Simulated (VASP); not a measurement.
# ZnCu2SnS4 (I-4) in VASP: single point with PBE

Aim: the single point of ZnCu2SnS4 with PBE.

Program: VASP 6.6.1. These are calculated values, not measurements. Logs are shortened: lines on timing, memory, paths and dates and some standing lists are left out, and cuts for length are marked.

**1. The cell of the first run**

The structure is tetragonal, space group I-4 (No. 82). The conventional cell has a = 5.434 Å, b = 5.434 Å, c = 10.850 Å, α = 90.00°, β = 90.00°, γ = 90.00°. Zn (site symmetry -4) has 4 S at 2.35 Å within 3.1 Å. Within 3.0 Å of Cu (site symmetry -4) lie 4 S at 2.30 Å. Cu (site symmetry -4) has 4 S at 2.30 Å within 3.0 Å. Sn (site symmetry -4) has 4 S at 2.46 Å within 3.2 Å. Within 3.0 Å of S (site symmetry 1) lie 2 Cu at 2.30 Å and 1 Zn at 2.35 Å and 1 Sn at 2.46 Å.

**2. Single point, PBE**

File INCAR:

```
PREC = Accurate
ENCUT = 600
EDIFF = 1E-6
ISMEAR = -1
SIGMA = 0.02
LREAL = F
LASPH = T
NELM = 120
ALGO = Normal
ISIF = 2
LWAVE = F
LCHARG = F
GGA = PE
NBANDS = 46
GGA_COMPAT = F
```

File KPOINTS:

```
Automatic mesh
0
Gamma
  7 7 7
```

File POSCAR:

```
ZnCu2SnS4
1.0
   -2.7171000000      2.7171000000      5.4248000000
    2.7171000000     -2.7171000000      5.4248000000
    2.7171000000      2.7171000000     -5.4248000000
Zn Cu Sn S
1 2 1 4
Direct
    0.2500000000      0.7500000000      0.5000000000
    0.0000000000      0.0000000000      0.0000000000
    0.7500000000      0.2500000000      0.5000000000
    0.5000000000      0.5000000000      0.0000000000
    0.3705746542      0.8960235803      1.0072719966
    0.1039764197      0.1112484163      0.4745510739
    0.8887515837      0.3633026576     -0.0072719966
    0.6366973424      0.6294253458      0.5254489261
```

Potentials or basis: VASP PAW PBE potentials, release 64 (Zn, Cu, Sn_d, S).

Launch:

```bash
$ cat potpaw_PBE.64/Zn/POTCAR potpaw_PBE.64/Cu/POTCAR potpaw_PBE.64/Sn_d/POTCAR potpaw_PBE.64/S/POTCAR > POTCAR
$ mpirun -np 1 vasp_std > vasp.out
```

OUTCAR:

```text
PREC = Accurate
   ENCUT = 600
   EDIFF = 1E-6
   ISMEAR = -1
   LREAL = F
   LASPH = T
   NELM = 120
   ISIF = 2
   GGA = PE

 ion  position               nearest neighbor table
   1  0.250  0.750  0.500-   5 2.35   7 2.35   8 2.35   6 2.35
   2  0.000  0.000  0.000-   7 2.30   8 2.30   5 2.30   6 2.30
   3  0.750  0.250  0.500-   6 2.30   5 2.30   8 2.30   7 2.30
   4  0.500  0.500  0.000-   8 2.46   7 2.46   6 2.46   5 2.46
   5  0.371  0.896  0.007-   3 2.30   2 2.30   1 2.35   4 2.46
   6  0.104  0.111  0.475-   3 2.30   2 2.30   1 2.35   4 2.46
   7  0.889  0.363  0.993-   3 2.30   2 2.30   1 2.35   4 2.46
   8  0.637  0.629  0.525-   3 2.30   2 2.30   1 2.35   4 2.46

  LATTYP: Found a body centered tetragonal cell.
 ALAT       =     5.4342000000
 C/A-ratio  =     1.9965404291

  Lattice vectors:

 A1 = (  -2.7171000000,   2.7171000000,   5.4248000000)
 A2 = (   2.7171000000,  -2.7171000000,   5.4248000000)
 A3 = (   2.7171000000,   2.7171000000,  -5.4248000000)

Analysis of symmetry for initial positions (statically):
=====================================================================
 Subroutine PRICEL returns:
 Original cell was already a primitive cell.

 Routine SETGRP: Setting up the symmetry group for a
 body centered tetragonal supercell.

 Subroutine GETGRP returns: Found  4 space group operations
 (whereof  4 operations were pure point group operations)
 out of a pool of 16 trial point group operations.

The static configuration has the point symmetry S_4 .

Analysis of symmetry for dynamics (positions and initial velocities):
=====================================================================
 Subroutine PRICEL returns:
 Original cell was already a primitive cell.

 Routine SETGRP: Setting up the symmetry group for a
 body centered tetragonal supercell.

 Subroutine GETGRP returns: Found  4 space group operations
 (whereof  4 operations were pure point group operations)
 out of a pool of 16 trial point group operations.

The dynamic configuration has the point symmetry S_4 .

 Subroutine INISYM returns: Found  4 space group operations
 (whereof  4 operations are pure point group operations),
 and found     1 'primitive' translations

----------------------------------------------------------------------------------------

                                     Primitive cell

  volume of cell :     160.1972

  direct lattice vectors                    reciprocal lattice vectors
    -2.717100000  2.717100000  5.424800000     0.000000000  0.184019727  0.092169297
     2.717100000 -2.717100000  5.424800000     0.184019727  0.000000000  0.092169297
     2.717100000  2.717100000 -5.424800000     0.184019727  0.184019727  0.000000000

  length of vectors
     6.647835728  6.647835728  6.647835728     0.205811659  0.205811659  0.260243194

  position of ions in fractional coordinates (direct lattice)
     0.250000000  0.750000000  0.500000000
     0.000000000  0.000000000  0.000000000
     0.750000000  0.250000000  0.500000000
     0.500000000  0.500000000  0.000000000
     0.370574654  0.896023580  0.007271997
     0.103976420  0.111248416  0.474551074
     0.888751584  0.363302658  0.992728003
     0.636697342  0.629425346  0.525448926

  ion indices of the primitive-cell ions
   primitive index   ion index
                 1           1
                 2           2
                 3           3
                 4           4
                 5           5
                 6           6
                 7           7
                 8           8

----------------------------------------------------------------------------------------

 KPOINTS: Automatic mesh

Automatic generation of k-mesh.
 Grid dimensions read from file:
 generate k-points for:    7    7    7

 Generating k-lattice:

  Cartesian coordinates                     Fractional coordinates (reciprocal lattice)
     0.000000000  0.026288532  0.013167042     0.142857143 -0.000000000  0.000000000
     0.026288532  0.000000000  0.013167042    -0.000000000  0.142857143  0.000000000
     0.026288532  0.026288532  0.000000000     0.000000000  0.000000000  0.142857143

  Length of vectors
     0.029401666  0.029401666  0.037177599

  Shift w.r.t. Gamma in fractional coordinates (k-lattice)
     0.000000000  0.000000000  0.000000000

 Subroutine IBZKPT returns following result:
 ===========================================

 Found     52 irreducible k-points:

 Following reciprocal coordinates:
            Coordinates               Weight
  0.000000  0.000000  0.000000      1.000000
  0.142857 -0.000000  0.000000      8.000000
  0.285714 -0.000000  0.000000      8.000000
  0.428571 -0.000000  0.000000      8.000000
  0.142857  0.142857  0.000000      8.000000
  0.285714  0.142857  0.000000      8.000000
[... 16 lines left out ...]
  0.142857  0.142857  0.142857      8.000000
  0.285714  0.142857  0.142857      8.000000
 [... further k-points ...]
   k-points           NKPTS =     52   k-points in BZ     NKDIM =     52   number of bands    NBANDS=     46
   number of dos      NEDOS =    301   number of ions     NIONS =      8
   total plane-waves  NPLWV = 157464
   dimension x,y,z NGX =    54 NGY =   54 NGZ =   54
   dimension x,y,z NGXF=   108 NGYF=  108 NGZF=  108
   ions per type =               1   2   1   4
   NGX,Y,Z   is equivalent  to a cutoff of  13.50, 13.50, 13.50 a.u.
   NGXF,Y,Z  is equivalent  to a cutoff of  27.01, 27.01, 27.01 a.u.
 SYSTEM =  unknown system
   PREC   = accura    normal or accurate (medium, high low for compatibility)
   ISTART =      0    job   : 0-new  1-cont  2-samecut
   ICHARG =      2    charge: 1-file 2-atom 10-const
   ISPIN  =      1    spin polarized calculation?
   LNONCOLLINEAR =      F non collinear calculations
   LSORBIT =      F    spin-orbit coupling
   LASPH  =      T    aspherical Exc in radial PAW
   ENCUT  =  600.0 eV  44.10 Ry    6.64 a.u.  13.28 13.28 13.28*2*pi/ulx,y,z
   NELM   =    120;   NELMIN=  2; NELMDL= -5     # of ELM steps
   EDIFF  = 0.1E-05   stopping-criterion for ELM
   LREAL  =      F    real-space projection
   EDIFFG = 0.1E-04   stopping-criterion for IOM
   NSW    =      0    number of steps for IOM
   IBRION =     -1    ionic relax: 0-MD 1-quasi-New 2-CG
   NFREE  =      0    steps in history (QN), initial steepest desc. (CG)
   ISIF   =      2    stress and relaxation
   ISYM   =      2    0-nonsym 1-usesym 2-fastsym
   POTIM  = 0.5000    time-step for ionic-motion
   TEBEG  =    0.0;   TEEND  =   0.0 temperature during run
   PSTRESS=    0.0 pullay stress
   NELECT =      72.0000    total number of electrons
   NUPDOWN=      -1.0000    fix difference up-down
   EMIN   =  10.00;   EMAX   =-10.00  energy-range for DOS
   EFERMI =   0.00;   METHOD = LEGACY
   ISMEAR =    -1;   SIGMA  =   0.02  broadening in eV -4-tet -1-fermi 0-gaus
   EFERMI_NEDOS =   21; number of points for ismear=-14 and -15
   IALGO  =     38    algorithm
   IMIX   =      4    mixing-type and parameters
     AMIX     =   0.40;   BMIX     =  1.00
     AMIX_MAG =   1.60;   BMIX_MAG =  1.00
  volume/ion in A,a.u.               =      20.02       135.13
  Fermi-wavevector in a.u.,A,eV,Ry     =   1.254009  2.369734 21.395688  1.572539
  Thomas-Fermi vector in A             =   2.387835
   LORBIT       =      0    0 simple, 1 ext, 2 COOP (PROOUT), +10 PAW based schemes
   GGA     = PE    functional components
   LHFCALC =     F    Hartree Fock is set to
   AEXX    =    0.0000 exact exchange contribution
   IVDW    =     0    specifies the selected vdW correction
   LEPSILON=     F    determine dielectric tensor
   LRPA    =     F    only Hartree local field effects (RPA)
 non-spin polarized calculation
  energy-cutoff  :      600.00
  volume of cell :      160.20
 maximum number of plane-waves:      5397
 NGX is ok and might be reduce to    54
   NGX = 27   NGY = 27   NGZ = 27

 number of electron      71.9999997 magnetization

 Free energy of the ion-electron system (eV)
  ---------------------------------------------------
  ext. energy  EPLUGINS =         0.00000000
  ---------------------------------------------------
  free energy    TOTEN  =       -32.58161020 eV

  energy without entropy =      -32.58156050  energy(sigma->0) =      -32.58158535

 E-fermi :   4.9728     XC(G=0):  -9.7917

 val. band max:        4.9087175741   @ k =   0.0000   0.0000   0.0000
 cond. band min:       5.0327741857   @ k =   0.0000   0.0000   0.0000
 fundamental gap:      0.1240566116
 Fermi energy:         4.9728190826

 k-point     1 :       0.0000    0.0000    0.0000
  band No.  band energies     occupation
      1     -17.3738      2.00000
      2     -17.3700      2.00000
      3     -17.3700      2.00000
      4     -17.2994      2.00000
      5     -17.2949      2.00000
      6      -9.6035      2.00000
[... 38 lines left out ...]
     45      10.2099      0.00000
     46      10.6170      0.00000

 k-point     2 :       0.1429   -0.0000    0.0000
  band No.  band energies     occupation
      1     -17.3739      2.00000
      2     -17.3701      2.00000
      3     -17.3700      2.00000
      4     -17.2993      2.00000
      5     -17.2949      2.00000
      6      -9.5345      2.00000
[... 38 lines left out ...]
     45      10.2787      0.00000
     46      10.5729      0.00000

 k-point     3 :       0.2857   -0.0000    0.0000
  band No.  band energies     occupation
      1     -17.3741      2.00000
      2     -17.3703      2.00000
      3     -17.3700      2.00000
      4     -17.2991      2.00000
      5     -17.2948      2.00000
      6      -9.3404      2.00000
[... 1018 lines left out ...]
     45      10.7343      0.00000
     46      10.8970      0.00000

 k-point    24 :       0.2857    0.1429    0.1429
  band No.  band energies     occupation
      1     -17.3746      2.00000
      2     -17.3705      2.00000
      3     -17.3703      2.00000
      4     -17.2985      2.00000
      5     -17.2945      2.00000
      6      -8.9532      2.00000
[... 38 lines left out ...]
     45      10.9193      0.00000
     46      11.0369      0.00000

 [... further k-points ...]

------------------------ aborting loop because EDIFF is reached ----------------------------------------

  FORCE on cell =-STRESS in cart. coord.  units (eV):
  Direction    XX          YY          ZZ          XY          YZ          ZX
  --------------------------------------------------------------------------------------
  -------------------------------------------------------------------------------------
  Total        1.5206804      1.5206804      1.5795702      0.0000000      0.0000000      0.0000000
  in kB       15.2087515     15.2087515     15.7977249      0.0000005      0.0000000      0.0000000
  external PRESSURE =      15.4050760 kB  Pullay stress =       0.0000000 kB

 VOLUME and BASIS-vectors are now :
 -----------------------------------------------------------------------------
  energy-cutoff  :      600.00
  volume of cell :      160.20
      direct lattice vectors                 reciprocal lattice vectors
    -2.717100000  2.717100000  5.424800000     0.000000000  0.184019727  0.092169297
     2.717100000 -2.717100000  5.424800000     0.184019727  0.000000000  0.092169297
     2.717100000  2.717100000 -5.424800000     0.184019727  0.184019727  0.000000000

 POSITION                                       TOTAL-FORCE (eV/Angst)
 -----------------------------------------------------------------------------------
      2.71710      0.00000      2.71240         0.000000     -0.000000     -0.000000
      0.00000      0.00000      0.00000         0.000000     -0.000000     -0.000000
      0.00000      2.71710      2.71240         0.000000     -0.000000     -0.000000
      0.00000      0.00000      5.42480        -0.000000     -0.000000     -0.000000
      1.44746     -1.40794      6.83159        -0.008770      0.036545     -0.029993
      1.30916      1.26964     -1.40679         0.036545      0.008770      0.029993
      1.26964      4.12504      1.40679         0.008770     -0.036545     -0.029993
      1.40794      1.44746      4.01801        -0.036545     -0.008770      0.029993
 -----------------------------------------------------------------------------------
    total drift:                                0.000000      0.000000      0.000000

  FREE ENERGIE OF THE ION-ELECTRON SYSTEM (eV)
  ---------------------------------------------------
  free  energy   TOTEN  =       -32.5816101952 eV

  energy  without entropy=      -32.5815605011  energy(sigma->0) =      -32.58158535
```

Wall time 34 min (1 thread of Intel Xeon 8259CL, shared host); peak memory 0.72 GiB.

Results:

```
Free energy            : -32.5816 eV
Pressure               : 1.5 GPa
Largest force          : 0.048 eV/Å
Band gap on the k mesh : 0.12 eV
```

Forces on the atoms (eV/Å):
```
Zn   0.000  0.000  0.000
Cu   0.000  0.000  0.000
Cu   0.000  0.000  0.000
Sn   0.000  0.000  0.000
S   -0.009  0.037 -0.030
S    0.037  0.009  0.030
S    0.009 -0.037 -0.030
S   -0.037 -0.009  0.030
```

Levels at points of the mesh, in eV from the valence-band top:
| k point | band 33 | band 34 | band 35 | band 36 | band 37 | band 38 | band 39 | band 40 |
| --- | --- | --- | --- | --- | --- | --- | --- | --- |
| (0.00, 0.00, 0.00) | -1.49 | -0.06 | -0.06 | 0.00 | 0.12 | 1.93 | 2.72 | 3.65 |

Caveat: spin-orbit coupling is left out, which moves the levels of the heavy elements.
